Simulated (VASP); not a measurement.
Crystal: ZrB.

```
Zr B
1.0
     2.94327    0.00000    0.00000
     0.00000    2.94327    0.00000
     0.00000    0.00000    2.94327
Zr B
1 1
Cartesian
  0.0000 0.0000 0.0000
  1.4716 1.4716 1.4716
```

| Item | Value |
| --- | --- |
| Program | VASP 6.6.1 |
| Task | relaxation of cell and atoms |
| Functional | PBE |
| Potentials or basis | VASP PAW PBE potentials, release 64 (Zr_sv, B) |
| Cutoff | 600 eV |
| k mesh | 6 × 6 × 6 |
| Occupations | gaussian, width 0.1 eV |
| Spin | no spin polarisation |

At the start: pressure 15.1 GPa; volume 12.75 Å³/atom.

Q: Where does the relaxation end?

A: Over 3 steps the energy falls by 49.1 meV/atom and the volume is 13.89 Å³/atom (+8.9 %); space group Pm-3m (No. 221, to 0.05 Å).

Step by step:
| step | energy change (eV) | largest force (eV/Å) | pressure (GPa) | volume (Å³) |
| --- | --- | --- | --- | --- |
| 1 | 0.0000 | 0.0000 | 15.08 | 25.50 |
| 2 | -0.0114 | 0.0000 | -10.70 | 30.18 |
| 3 | -0.0982 | 0.0000 | -0.16 | 27.78 |

Final structure:
```
Zr B
1.0
     3.02854    0.00000    0.00000
     0.00000    3.02854    0.00000
     0.00000    0.00000    3.02854
Zr B
1 1
Direct
  0.00000 0.00000 0.00000
  0.50000 0.50000 0.50000
```
